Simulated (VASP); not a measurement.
Crystal: LiF.

```
Li F
1.0
     0.00000    2.07686    1.99487
     2.07686    0.00000    1.99487
     2.07686    2.07686    0.00000
Li F
1 1
Direct
  0.00000 0.00000 0.00000
  0.50000 0.50000 0.50000
```

This cell differs from its parent crystal: biaxial xy strain +4.1%.

Base run:

* Program: VASP 6.6.1
* Functional: r2SCAN
* Potentials or basis: VASP PAW PBE potentials, release 64 (Li_sv, F)
* Cutoff: 520 eV
* k mesh: 10 × 10 × 10
* Occupations: gaussian, width 0.01 eV
* Spin: no spin polarisation

Its results: band gap on the k mesh 9.74 eV, direct.

Problem. The run is repeated on the same cell with these changes: functional from r2SCAN to PBE; occupations from gaussian, width 0.01 eV to fermi-dirac, width 0.02 eV. What comes out?

Solution. Band gap on the k mesh 8.60 eV, direct.

A k mesh can miss the band edges.
